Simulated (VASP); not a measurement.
# BiTe (I4/mmm) in VASP: notebook

Runs on BiTe. Level: PBE. Tasks: single point.

Everything below comes from runs of VASP 6.6.1. Logs are shortened: lines on timing, memory, paths and dates and some standing lists are left out, and cuts for length are marked.

## Step 1: The cell of the first run

The structure is tetragonal, space group I4/mmm (No. 139). Conventional cell: a = 4.391 Å, b = 4.391 Å, c = 6.637 Å, α = 90.00°, β = 90.00°, γ = 90.00°. Within 4.1 Å of Bi (site symmetry 4/mmm) lie 6 Te at 3.10 to 3.32 Å. Within 4.1 Å of Te (site symmetry 4/mmm) lie 6 Bi at 3.10 to 3.32 Å.

## Step 2: Single point, PBE (biaxial strain in the a-b plane: -4.5 %, then relaxed in part)

INCAR

```
SYSTEM = BiTe
PREC = Accurate ; ENCUT = 520
EDIFF = 1E-6 ; ISMEAR = 0
SIGMA = 0.1 ; LREAL = .False.
LASPH = .True. ; NELM = 80
ALGO = Normal ; ISIF = 2
LWAVE = .False. ; LCHARG = .False.
GGA = PE ; NBANDS = 29
```

KPOINTS

```
regular mesh
0
Gamma
  12 12 8
  0 0 0
```

POSCAR

```
BiTe
1.0
    3.1048904248      3.1048904248      0.0000000000
   -3.1048904248      3.1048904248      0.0000000000
    0.0000000000      0.0000000000      6.6365166815
Bi Te
2 2
Direct
    0.0000000000      0.0000000000      0.0000000000
    0.5000000000      0.5000000000      0.5000000000
    0.5000000000      0.5000000000      0.0000000000
    0.0000000000      0.0000000000      0.5000000000
```

Potentials or basis: VASP PAW PBE potentials, release 64 (Bi_d, Te).

Launch:

```
cat potpaw_PBE.64/Bi_d/POTCAR potpaw_PBE.64/Te/POTCAR > POTCAR
mpirun -np 1 vasp_std > vasp.out
```

OUTCAR:

```text
SYSTEM = BiTe
   PREC = Accurate
   ENCUT = 520
   EDIFF = 1E-6
   ISMEAR = 0
   LREAL = .False.
   LASPH = .True.
   NELM = 80
   ISIF = 2
   GGA = PE

 ion  position               nearest neighbor table
   1  0.000  0.000  0.000-   3 3.10   3 3.10   3 3.10   3 3.10   4 3.32   4 3.32
   2  0.500  0.500  0.500-   4 3.10   4 3.10   4 3.10   4 3.10   3 3.32   3 3.32
   3  0.500  0.500  0.000-   1 3.10   1 3.10   1 3.10   1 3.10   2 3.32   2 3.32
   4  0.000  0.000  0.500-   2 3.10   2 3.10   2 3.10   2 3.10   1 3.32   1 3.32

  LATTYP: Found a simple tetragonal cell.
 ALAT       =     4.3909781484
 C/A-ratio  =     1.5113982482

  Lattice vectors:

 A1 = (   3.1048904248,   3.1048904248,   0.0000000000)
 A2 = (  -3.1048904248,   3.1048904248,   0.0000000000)
 A3 = (   0.0000000000,   0.0000000000,   6.6365166815)

Analysis of symmetry for initial positions (statically):
=====================================================================
 Subroutine PRICEL returns following result:

  LATTYP: Found a body centered tetragonal cell.
 ALAT       =     4.3909781484
 C/A-ratio  =     1.5113982482

  Lattice vectors:

 A1 = (   3.1048904248,   0.0000000000,  -3.3182583407)
 A2 = (  -3.1048904248,   0.0000000000,  -3.3182583407)
 A3 = (   0.0000000000,   3.1048904248,   3.3182583407)

   2 primitive cells build up your supercell.

 Routine SETGRP: Setting up the symmetry group for a
 simple tetragonal supercell.

 Subroutine GETGRP returns: Found 16 space group operations
 (whereof 16 operations were pure point group operations)
 out of a pool of 16 trial point group operations.

The static configuration has the point symmetry D_4h.

Analysis of symmetry for dynamics (positions and initial velocities):
=====================================================================
 Subroutine PRICEL returns following result:

  LATTYP: Found a body centered tetragonal cell.
 ALAT       =     4.3909781484
 C/A-ratio  =     1.5113982482

  Lattice vectors:

 A1 = (   3.1048904248,   0.0000000000,  -3.3182583407)
 A2 = (  -3.1048904248,   0.0000000000,  -3.3182583407)
 A3 = (   0.0000000000,   3.1048904248,   3.3182583407)

   2 primitive cells build up your supercell.

 Routine SETGRP: Setting up the symmetry group for a
 simple tetragonal supercell.

 Subroutine GETGRP returns: Found 16 space group operations
 (whereof 16 operations were pure point group operations)
 out of a pool of 16 trial point group operations.

The dynamic configuration has the point symmetry D_4h.

 Subroutine INISYM returns: Found 16 space group operations
 (whereof 16 operations are pure point group operations),
 and found     2 'primitive' translations

----------------------------------------------------------------------------------------

                                     Primitive cell

  volume of cell :      63.9783

  direct lattice vectors                    reciprocal lattice vectors
     3.104890425  0.000000000 -3.318258341     0.161036279  0.161036279 -0.150681457
    -3.104890425  0.000000000 -3.318258341    -0.161036279  0.161036279 -0.150681457
     0.000000000  3.104890425  3.318258341     0.000000000  0.322072558  0.000000000

  length of vectors
     4.544357267  4.544357267  4.544357267     0.273075571  0.273075571  0.322072558

  position of ions in fractional coordinates (direct lattice)
     0.000000000  0.000000000  0.000000000
     0.500000000  0.500000000  0.000000000

  ion indices of the primitive-cell ions
   primitive index   ion index
                 1           1
                 2           4

----------------------------------------------------------------------------------------

 KPOINTS: regular mesh

Automatic generation of k-mesh.
 Grid dimensions read from file:
 generate k-points for:   12   12    8

 Generating k-lattice:

  Cartesian coordinates                     Fractional coordinates (reciprocal lattice)
     0.013419690  0.013419690  0.000000000     0.083333333  0.000000000  0.000000000
    -0.013419690  0.013419690  0.000000000     0.000000000  0.083333333  0.000000000
     0.000000000  0.000000000  0.018835182     0.000000000  0.000000000  0.125000000

  Length of vectors
     0.018978307  0.018978307  0.018835182

  Shift w.r.t. Gamma in fractional coordinates (k-lattice)
     0.000000000  0.000000000  0.000000000

 Subroutine IBZKPT returns following result:
 ===========================================

 Found    140 irreducible k-points:

 Following reciprocal coordinates:
            Coordinates               Weight
  0.000000  0.000000  0.000000      1.000000
  0.083333  0.000000  0.000000      4.000000
  0.166667  0.000000  0.000000      4.000000
  0.250000  0.000000  0.000000      4.000000
  0.333333  0.000000  0.000000      4.000000
  0.416667  0.000000  0.000000      4.000000
[... 16 lines left out ...]
  0.333333  0.333333  0.000000      4.000000
  0.416667  0.333333  0.000000      8.000000
 [... further k-points ...]
   k-points           NKPTS =    140   k-points in BZ     NKDIM =    140   number of bands    NBANDS=     29
   number of dos      NEDOS =    301   number of ions     NIONS =      4
   total plane-waves  NPLWV =  64800
   dimension x,y,z NGX =    36 NGY =   36 NGZ =   50
   dimension x,y,z NGXF=    72 NGYF=   72 NGZF=  100
   ions per type =               2   2
   NGX,Y,Z   is equivalent  to a cutoff of  13.63, 13.63, 12.53 a.u.
   NGXF,Y,Z  is equivalent  to a cutoff of  27.26, 27.26, 25.05 a.u.
 SYSTEM =  BiTe
   PREC   = accura    normal or accurate (medium, high low for compatibility)
   ISTART =      0    job   : 0-new  1-cont  2-samecut
   ICHARG =      2    charge: 1-file 2-atom 10-const
   ISPIN  =      1    spin polarized calculation?
   LNONCOLLINEAR =      F non collinear calculations
   LSORBIT =      F    spin-orbit coupling
   LASPH  =      T    aspherical Exc in radial PAW
   ENCUT  =  520.0 eV  38.22 Ry    6.18 a.u.   8.16  8.16 12.34*2*pi/ulx,y,z
   NELM   =     80;   NELMIN=  2; NELMDL= -5     # of ELM steps
   EDIFF  = 0.1E-05   stopping-criterion for ELM
   LREAL  =      F    real-space projection
   EDIFFG = 0.1E-04   stopping-criterion for IOM
   NSW    =      0    number of steps for IOM
   IBRION =     -1    ionic relax: 0-MD 1-quasi-New 2-CG
   NFREE  =      0    steps in history (QN), initial steepest desc. (CG)
   ISIF   =      2    stress and relaxation
   ISYM   =      2    0-nonsym 1-usesym 2-fastsym
   POTIM  = 0.5000    time-step for ionic-motion
   TEBEG  =    0.0;   TEEND  =   0.0 temperature during run
   PSTRESS=    0.0 pullay stress
   NELECT =      42.0000    total number of electrons
   NUPDOWN=      -1.0000    fix difference up-down
   EMIN   =  10.00;   EMAX   =-10.00  energy-range for DOS
   EFERMI =   0.00;   METHOD = LEGACY
   ISMEAR =     0;   SIGMA  =   0.10  broadening in eV -4-tet -1-fermi 0-gaus
   EFERMI_NEDOS =   21; number of points for ismear=-14 and -15
   IALGO  =     38    algorithm
   IMIX   =      4    mixing-type and parameters
     AMIX     =   0.40;   BMIX     =  1.00
     AMIX_MAG =   1.60;   BMIX_MAG =  1.00
  volume/ion in A,a.u.               =      31.99       215.87
  Fermi-wavevector in a.u.,A,eV,Ry     =   1.129285  2.134040 17.351310  1.275285
  Thomas-Fermi vector in A             =   2.265978
   LORBIT       =      0    0 simple, 1 ext, 2 COOP (PROOUT), +10 PAW based schemes
   GGA     = PE    functional components
   LHFCALC =     F    Hartree Fock is set to
   AEXX    =    0.0000 exact exchange contribution
   IVDW    =     0    specifies the selected vdW correction
   LEPSILON=     F    determine dielectric tensor
   LRPA    =     F    only Hartree local field effects (RPA)
 non-spin polarized calculation
 Gauss-broadening in eV      SIGMA  =   0.10
  energy-cutoff  :      520.00
  volume of cell :      127.96
 maximum number of plane-waves:      3496
 NGX is ok and might be reduce to    36
   NGX = 17   NGY = 17   NGZ = 25

 number of electron      42.0000004 magnetization

 Free energy of the ion-electron system (eV)
  ---------------------------------------------------
  ext. energy  EPLUGINS =         0.00000000
  ---------------------------------------------------
  free energy    TOTEN  =       -14.11677114 eV

  energy without entropy =      -14.10155495  energy(sigma->0) =      -14.10916305

 E-fermi :   7.3641     XC(G=0):  -9.6851

 val. band max:        7.3629800187   @ k =   0.5000   0.0000   0.0000
 cond. band min:       7.3714685775   @ k =   0.1667   0.1667   0.2500
 fundamental gap:      0.0084885588
 Fermi energy:         7.3641042368

 k-point     1 :       0.0000    0.0000    0.0000
  band No.  band energies     occupation
      1     -15.8585      2.00000
      2     -15.8544      2.00000
      3     -15.8543      2.00000
      4     -15.8509      2.00000
      5     -15.8308      2.00000
      6     -15.8167      2.00000
[... 21 lines left out ...]
     28      12.1214      0.00000
     29      12.1308      0.00000

 k-point     2 :       0.0833    0.0000    0.0000
  band No.  band energies     occupation
      1     -15.8591      2.00000
      2     -15.8550      2.00000
      3     -15.8537      2.00000
      4     -15.8502      2.00000
      5     -15.8300      2.00000
      6     -15.8168      2.00000
[... 21 lines left out ...]
     28      11.9711      0.00000
     29      12.0085      0.00000

 k-point     3 :       0.1667    0.0000    0.0000
  band No.  band energies     occupation
      1     -15.8607      2.00000
      2     -15.8571      2.00000
      3     -15.8518      2.00000
      4     -15.8487      2.00000
      5     -15.8278      2.00000
      6     -15.8169      2.00000
[... 21 lines left out ...]
     28      11.7832      0.00000
     29      12.3078      0.00000

 k-point     4 :       0.2500    0.0000    0.0000
  band No.  band energies     occupation
      1     -15.8628      2.00000
      2     -15.8599      2.00000
      3     -15.8494      2.00000
      4     -15.8467      2.00000
      5     -15.8245      2.00000
      6     -15.8169      2.00000
[... 21 lines left out ...]
     28      11.7806      0.00000
     29      12.5270      0.00000

 k-point     5 :       0.3333    0.0000    0.0000
  band No.  band energies     occupation
      1     -15.8649      2.00000
      2     -15.8628      2.00000
      3     -15.8471      2.00000
      4     -15.8451      2.00000
      5     -15.8205      2.00000
      6     -15.8167      2.00000
[... 21 lines left out ...]
     28      12.4214      0.00000
     29      12.8358      0.00000
[... 510 lines left out ...]
     28      11.5229      0.00000
     29      14.3539      0.00000

 k-point    22 :       0.5000    0.2500    0.0000
  band No.  band energies     occupation
      1     -15.8733      2.00000
      2     -15.8733      2.00000
      3     -15.8376      2.00000
      4     -15.8376      2.00000
      5     -15.8191      2.00000
      6     -15.8191      2.00000
[... 21 lines left out ...]
     28      10.8870      0.00000
     29      14.7790      0.00000

 k-point    23 :       0.3333    0.3333    0.0000
  band No.  band energies     occupation
      1     -15.8740      2.00000
      2     -15.8731      2.00000
      3     -15.8376      2.00000
      4     -15.8366      2.00000
      5     -15.8206      2.00000
      6     -15.8180      2.00000
[... 21 lines left out ...]
     28      12.4116      0.00000
     29      14.2793      0.00000

 k-point    24 :       0.4167    0.3333    0.0000
  band No.  band energies     occupation
      1     -15.8761      2.00000
      2     -15.8757      2.00000
      3     -15.8354      2.00000
      4     -15.8349      2.00000
      5     -15.8209      2.00000
      6     -15.8195      2.00000
[... 21 lines left out ...]
     28      12.4495      0.00000
     29      14.6758      0.00000

 [... further k-points ...]

------------------------ aborting loop because EDIFF is reached ----------------------------------------

  FORCE on cell =-STRESS in cart. coord.  units (eV):
  Direction    XX          YY          ZZ          XY          YZ          ZX
  --------------------------------------------------------------------------------------
  -------------------------------------------------------------------------------------
  Total        5.3416812      5.3416812     -0.0064015      0.0000000      0.0000000     -0.0000000
  in kB       66.8845497     66.8845497     -0.0801554      0.0000000      0.0000000     -0.0000000
  external PRESSURE =      44.5629814 kB  Pullay stress =       0.0000000 kB

 VOLUME and BASIS-vectors are now :
 -----------------------------------------------------------------------------
  energy-cutoff  :      520.00
  volume of cell :      127.96
      direct lattice vectors                 reciprocal lattice vectors
     3.104890425  3.104890425  0.000000000     0.161036279  0.161036279  0.000000000
    -3.104890425  3.104890425  0.000000000    -0.161036279  0.161036279  0.000000000
     0.000000000  0.000000000  6.636516681     0.000000000  0.000000000  0.150681457

 POSITION                                       TOTAL-FORCE (eV/Angst)
 -----------------------------------------------------------------------------------
      0.00000      0.00000      0.00000        -0.000000      0.000000     -0.000000
      0.00000      3.10489      3.31826        -0.000000     -0.000000      0.000000
      0.00000      3.10489      0.00000         0.000000     -0.000000     -0.000000
      0.00000      0.00000      3.31826         0.000000     -0.000000     -0.000000
 -----------------------------------------------------------------------------------
    total drift:                               -0.000000      0.000000      0.000000

  FREE ENERGIE OF THE ION-ELECTRON SYSTEM (eV)
  ---------------------------------------------------
  free  energy   TOTEN  =       -14.1167711425 eV

  energy  without entropy=      -14.1015549502  energy(sigma->0) =      -14.10916305
```

It took 6 min on 1 thread of Intel Xeon Platinum 8375C at 2.90GHz (Ice Lake), shared host; peak memory 0.55 GiB.

What came out:

- Free energy: -14.1168 eV
- Pressure: 4.5 GPa
- Band gap on the k mesh: zero (band 21 reaches 9.74 eV, above the bottom of band 22 at 6.33 eV)

Stress tensor (GPa, compression positive):
```
 6.69  0.00  0.00
 0.00  6.69  0.00
 0.00  0.00 -0.01
```

Levels at points of the mesh, in eV from the Fermi level:
| k point | band 19 | band 20 | band 21 | band 22 | band 23 | band 24 |
| --- | --- | --- | --- | --- | --- | --- |
| (0.00, 0.00, 0.00) | -3.01 | -2.13 | 1.26 | 2.12 | 2.81 | 2.81 |
| (0.50, 0.00, 0.00) | -1.85 | -1.85 | -0.24 | -0.24 | 0.00 | 0.00 |
| (0.50, 0.50, 0.00) | -3.90 | -3.90 | 2.00 | 2.00 | 2.98 | 2.98 |
| (0.00, 0.00, 0.50) | -3.31 | -3.31 | 0.99 | 0.99 | 2.82 | 2.82 |
| (0.50, 0.00, 0.50) | -1.48 | -1.48 | -1.03 | -1.03 | -0.63 | -0.63 |
| (0.50, 0.50, 0.50) | -1.81 | -1.81 | -0.42 | -0.42 | 4.13 | 4.13 |

Caveat: the cell differs from its parent crystal (biaxial strain in the a-b plane: -4.5 %, then relaxed in part); spin-orbit coupling is left out, which moves the levels of the heavy elements.

## Step 3: Single point, PBE (biaxial strain in the a-b plane: -4.5 %)

INCAR

```
SYSTEM = BiTe
ALGO = Normal
EDIFF = 1E-6
ENCUT = 520
GGA = PE
ISIF = 2
ISMEAR = 0
LASPH = .TRUE.
LCHARG = .FALSE.
LREAL = .FALSE.
LWAVE = .FALSE.
NBANDS = 29
NELM = 100
PREC = Accurate
SIGMA = 0.1
```

KPOINTS

```
k-points
0
G
  12 12 8
  0 0 0
```

Edit POSCAR of step 2 so:

```diff
@@ -4,3 +4,3 @@
    -3.1048904248      3.1048904248      0.0000000000
-    0.0000000000      0.0000000000      6.6365166815
+    0.0000000000      0.0000000000      6.6779528090
 Bi Te
```

Potentials or basis: VASP PAW PBE potentials, release 64 (Bi_d, Te).

Launch:

```
cat potpaw_PBE.64/Bi_d/POTCAR potpaw_PBE.64/Te/POTCAR > POTCAR
mpirun -np 1 vasp_std > vasp.out
```

Run time: 5.9 min. Hardware: 1 thread of Intel Xeon Platinum 8375C at 2.90GHz (Ice Lake), shared host; peak memory 0.56 GiB.

The run converged. Its results:

| Item | Value |
| --- | --- |
| Free energy | -14.1155 eV |
| Pressure | 4.1 GPa |
| Band gap on the k mesh | zero (band 21 reaches 9.66 eV, above the bottom of band 22 at 6.24 eV) |

Stress tensor (GPa, compression positive):
```
 6.48  0.00  0.00
 0.00  6.48  0.00
 0.00  0.00 -0.54
```

Levels at points of the mesh, in eV from the Fermi level:
```csv
k point,band 19,band 20,band 21,band 22,band 23,band 24
"(0.00, 0.00, 0.00)",-3.02,-2.07,1.17,2.15,2.84,2.84
"(0.50, 0.00, 0.00)",-1.82,-1.82,-0.25,-0.25,-0.01,-0.01
"(0.50, 0.50, 0.00)",-3.84,-3.84,2.02,2.02,2.88,2.88
"(0.00, 0.00, 0.50)",-3.32,-3.32,0.98,0.98,2.84,2.84
"(0.50, 0.00, 0.50)",-1.47,-1.47,-1.04,-1.04,-0.62,-0.62
"(0.50, 0.50, 0.50)",-1.81,-1.81,-0.43,-0.43,4.12,4.12
```

Caveat: the cell differs from its parent crystal (biaxial strain in the a-b plane: -4.5 %); spin-orbit coupling is left out, which moves the levels of the heavy elements.

[end of part 1 of 2]
